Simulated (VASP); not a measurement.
Set up this calculation in VASP 6.6.1, as the native input.

| Property | Result |
| --- | --- |
| Task | relaxation of cell and atoms |
| Functional | PBE |
| Potentials or basis | VASP PAW PBE potentials, release 64 (Si, N) |
| Cutoff | 600 eV |
| k mesh | 6 × 6 × 8 |
| Occupations | gaussian, width 0.01 eV |
| Spin | no spin polarisation |
| Dipole correction | no |
| Further INCAR settings | ALGO = Normal; EDIFF = 1e-06; IBRION = 2; EDIFFG = -0.001; NSW = 80; ISIF = 3 |

The structure of Si3N4 lies in POSCAR:

```
Si3N4
1.0
    7.6636192436      0.0000000000      0.0000000000
   -3.8318096218      6.6368889499      0.0000000000
    0.0000000000      0.0000000000      2.9264354565
Si N
6 8
Direct
    0.7689127092      0.1750130433      0.2500000000
    0.5938996659      0.7689127092      0.7500000000
    0.8249869567      0.5938996659      0.2500000000
    0.2310872908      0.8249869567      0.7500000000
    0.4061003341      0.2310872908      0.2500000000
    0.1750130433      0.4061003341      0.7500000000
    0.0308339550      0.3300008825      0.2500000000
    0.7008330724      0.0308339550      0.7500000000
    0.6699991175      0.7008330724      0.2500000000
    0.9691660450      0.6699991175      0.7500000000
    0.2991669276      0.9691660450      0.2500000000
    0.3300008825      0.2991669276      0.7500000000
    0.6666666667      0.3333333333      0.2500000000
    0.3333333333      0.6666666667      0.7500000000
```

These files were run (other wordings do the same):

INCAR

```
ALGO     = Normal         # electronic algorithm
EDIFF    = 1E-6           # SCF threshold, eV
EDIFFG   = -0.001         # ionic threshold
ENCUT    = 600            # plane-wave cutoff, eV
GGA      = PE             # functional
IBRION   = 2              # ionic algorithm
ISIF     = 3              # what is computed and relaxed
ISMEAR   = 0              # smearing method
LASPH    = T              # aspherical terms in the spheres
LCHARG   = F              # write CHGCAR
LREAL    = F              # projectors in reciprocal space
LWAVE    = F              # write WAVECAR
NELM     = 100            # most SCF steps
NSW      = 80             # ionic steps
PREC     = Accurate       # precision mode
SIGMA    = 0.01           # smearing width, eV
```

KPOINTS

```
k-points
0
Gamma
  6 6 8
```

Potentials or basis: VASP PAW PBE potentials, release 64 (Si, N).

Launch:

```console
$ cat potpaw_PBE.64/Si/POTCAR potpaw_PBE.64/N/POTCAR > POTCAR
$ mpirun -np 1 vasp_std > vasp.out
```

Results of the run:

```json
{
 "Relaxed volume": "10.62 Å³/atom",
 "Relaxed cell": "a = 7.660 Å, b = 7.660 Å, c = 2.925 Å, α = 90.00°, β = 90.00°, γ = 120.00°",
 "Space group after relaxing (to 0.05 Å)": "P6_3/m (No. 176)",
 "Energy gained by relaxing": "0.0 meV/atom",
 "Ionic steps": "15",
 "Pressure after relaxing": "0.0 GPa",
 "Band gap on the k mesh": "4.27 eV, indirect (least direct gap 4.45 eV)"
}
```

Run time: 20 min on 1 thread of Intel(R) Xeon(R) Platinum 8259CL CPU @ 2.50GHz (Skylake/Cascade Lake) (shared host), peak memory 0.44 GiB.
